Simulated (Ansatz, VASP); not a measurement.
# Os: VASP beside Ansatz

The input INCAR:

```
PREC = Accurate ; ENCUT = 500
EDIFF = 1E-6 ; ISMEAR = -1
SIGMA = 0.1 ; LREAL = F
LASPH = T ; NELM = 120
ALGO = Normal ; ISIF = 2
LWAVE = F ; LCHARG = F
GGA = PE ; NBANDS = 23
GGA_COMPAT = F
```

KPOINTS

```
Automatic mesh
0
Gamma
  2 2 1
```

Contents of POSCAR:

```
Os
1.0
    2.7559294133      0.0000000000      0.0000000000
   -1.3779647066      2.3867048830      0.0000000000
    0.0000000000      0.0000000000      4.3426533301
Os
2
Direct
    0.3333333333      0.6666666667      0.2500000000
    0.6666666667      0.3333333333      0.7500000000
```

Input for Ansatz:

```yaml
crystal:
  lattice:
    - [2.7559294133, 0.0, 0.0]
    - [-1.3779647066, 2.386704883, 0.0]
    - [0.0, 0.0, 4.3426533301]
  atoms:
    - { symbol: Os, position: [0.3333333333, 0.6666666667, 0.25] }
    - { symbol: Os, position: [0.6666666667, 0.3333333333, 0.75] }
hamiltonian:
  xc: pbe
  pseudopotentials:
    kind: paw
    azcp:
      Os: "pseudopotentials/Os.paw.azcp"
basis:
  ecutwfc: 420
  fft_grid_basis: typed
kpoints:
  mp_grid: { grid: [2, 2, 1], shift: [0, 0, 0] }
magnetization:
  spin_polarized: false
scf:
  occupations: { method: fermi_dirac, width: 0.1 }
  lower_state_search: "off"
output:
  stress: true
  write_density: true
  write_potential: true
  elf: true
  volumetric_format: npy
```

Alike in both runs: task single point; functional PBE; k mesh 2 × 2 × 1; occupations fermi-dirac, width 0.1 eV; no spin polarisation.

|  | VASP | Ansatz |
| --- | --- | --- |
| version | VASP 6.6.1 | Ansatz 0.2.0 |
| potentials or method | VASP PAW PBE potentials, release 64 (Os_sv_GW), cutoff 500 eV | plane waves (420 eV) with PAW, scalar-relativistic |
| valence electrons in the cell | 32 | 32 |

Ansatz gave:

| Property | Result |
| --- | --- |
| pressure (GPa) | 7.7 |
| traceless stress, the component that is largest in VASP (GPa) | 40.87 |

Question: What did VASP give for the same quantities?

Answer: Pressure (GPa): 5.1; traceless stress, the component that is largest in VASP (GPa): 40.96.

The k mesh is coarse, so the values compare programs but aren't converged. Spin-orbit coupling is off throughout.
